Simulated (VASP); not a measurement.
A run of VASP 6.6.1 is set up as follows.

Contents of INCAR:

```
SYSTEM = AlFe
PREC = Accurate ; ENCUT = 520
EDIFF = 1E-7 ; ISMEAR = -1
SIGMA = 0.1 ; LREAL = .False.
LASPH = .True. ; NELM = 60
ALGO = Normal ; ISIF = 2
LWAVE = .False. ; LCHARG = .False.
GGA = PE ; NBANDS = 12
```

The input KPOINTS:

```
Automatic mesh
0
Gamma
  8 8 8
  0 0 0
```

The input POSCAR:

```
AlFe
1.0
    2.8700000000      0.0000000000      0.0000000000
    0.0000000000      2.8700000000      0.0000000000
    0.0000000000      0.0000000000      2.8700000000
Fe Al
1 1
Direct
    0.0069686411      0.0000000000      0.0000000000
    0.5000000000      0.5000000000      0.5000000000
```

Potentials or basis: VASP PAW PBE potentials, release 64 (Fe, Al).

Run with:

```sh
$ cat potpaw_PBE.64/Fe/POTCAR potpaw_PBE.64/Al/POTCAR > POTCAR
$ mpirun -np 1 vasp_std > vasp.out
```

(1) What does it give for the pressure?

(2) Estimate the band gap on the k mesh.

Results:

(1) 0.4 GPa.

(2) zero (an odd number of electrons rules out a gap without spin polarisation).

Caveat: the run has no spin polarisation, though such a crystal can be magnetic.
